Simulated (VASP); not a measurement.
**ZnTeH4N2: single point with PBE**

The system is ZnTeH4N2.

```xyz
16
Lattice="5.4156 0.0478 -0.1921 0.1606 6.9247 -0.3180 0.0388 -0.8675 6.0191" Properties=species:S:1:pos:R:3 pbc="T T T"
Zn    3.7685    3.9512    2.1342
Zn    3.0899    1.3283    3.7702
Te    0.2544    1.2134    1.8901
Te    4.1608    5.4986    5.0243
N     0.7495    0.1039    4.5275
N     1.5357    3.4367    0.5782
N     0.6870    5.3520    2.3370
N     1.4517    5.6305   -0.2471
H     4.3005    2.9883    5.0862
H     0.2255    1.7925    5.3919
H     4.0989    2.4161    0.0347
H     2.0213    4.8206    3.6574
H     2.3058   -0.1048    1.2324
H     2.7038    3.2906    5.1603
H     5.3950    4.7039    0.3645
H     1.1759    3.5757    3.7914
```

- Program: VASP 6.6.1
- Task: single point
- Functional: PBE
- Potentials or basis: VASP PAW PBE potentials, release 64 (Zn, Te, N, H)
- Cutoff: 520 eV
- k mesh: 3 × 2 × 3
- Occupations: methfessel-paxton, width 0.15 eV
- Spin: no spin polarisation
- Dipole correction: no
- Further INCAR settings: LREAL = Auto; ALGO = Normal; EDIFF = 1e-06; NBANDS = 46

- Pressure: -17.0 GPa
- Largest force: 1.870 eV/Å
- Band gap on the k mesh: zero (bands 32 and 33 overlap by 0.16 eV)

Forces in eV/Å, atoms in the order of the input:
```
Zn   0.060  0.098 -0.269
Zn  -0.326 -0.024  0.524
Te   0.228 -0.446  0.586
Te   0.041 -0.142  0.062
N   -0.357  0.547 -0.836
N   -0.884  1.137 -1.194
N    0.140  0.031  0.721
N    1.217 -0.406  0.447
H   -0.843 -0.189  0.260
H    0.632 -0.543  0.404
H    0.634  0.360 -0.116
H   -1.411 -0.847 -0.393
H   -0.905 -0.675 -1.094
H   -0.298 -0.299  0.867
H    1.243 -0.073  0.220
H    0.829  1.472 -0.190
```

Stress tensor (GPa, compression positive):
```
-19.05  -1.80  -0.85
 -1.80 -17.04  -0.08
 -0.85  -0.08 -14.83
```

Levels at points of the mesh, in eV from the Fermi level:
```tsv
k point	band 30	band 31	band 32	band 33	band 34	band 35
(0.00, 0.00, 0.00)	-0.87	-0.47	-0.42	0.08	0.48	0.56
(0.00, 0.50, 0.00)	-0.84	-0.73	-0.26	-0.18	0.39	0.46
```

Wall time 5.7 min on 1 thread of Intel Xeon 8259CL, on a shared host, peak memory 0.35 GiB.

Caveat: the k points lie up to 0.46 Å⁻¹ apart; spin-orbit coupling is left out, which moves the levels of the heavy elements.
